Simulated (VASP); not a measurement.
Here is a VASP 6.6.1 calculation.

POSCAR

```
HfC
1.0
    2.8854953899      0.0000000000      0.0000000000
    0.0000000000      2.8854953899      0.0000000000
    0.0000000000      0.0000000000      2.8854953899
Hf C
1 1
Direct
    0.0000000000      0.0000000000      0.0000000000
    0.5000000000      0.5000000000      0.5000000000
```

File INCAR.step1:

```
PREC = Accurate
ENCUT = 520
ISMEAR = -1
SIGMA = 0.05
LREAL = F
LASPH = T
NELM = 100
NBANDS = 14
GGA = PE
ALGO = Normal
EDIFF = 1E-4
LWAVE = T
LCHARG = F
```

INCAR.step2

```
PREC = Accurate
ENCUT = 520
EDIFF = 1E-7
ISMEAR = -1
SIGMA = 0.05
LREAL = F
LASPH = T
NELM = 100
ALGO = Normal
ISIF = 2
LWAVE = F
LCHARG = F
METAGGA = R2SCAN
LMIXTAU = T
NBANDS = 14
ISTART = 1
```

The input KPOINTS:

```
regular mesh
0
Gamma
  8 8 8
```

Potentials or basis: VASP PAW PBE potentials, release 64 (Hf_pv, C).

Command:

```bash
$ cat potpaw_PBE.64/Hf_pv/POTCAR potpaw_PBE.64/C/POTCAR > POTCAR
$ cp INCAR.step1 INCAR
$ mpirun -np 1 vasp_std > vasp.out
$ cp INCAR.step2 INCAR
$ mpirun -np 1 vasp_std > vasp.out
```

(1) Predict the band gap on the k mesh.

(2) Predict the pressure.

## Answers

(1) zero (band 7 reaches 7.83 eV, above the bottom of band 8 at 5.85 eV).

(2) -1.6 GPa.

Caveat: the PAW data sets were made with another functional, which shifts forces and pressure a little; spin-orbit coupling is left out, which moves the levels of the heavy elements.
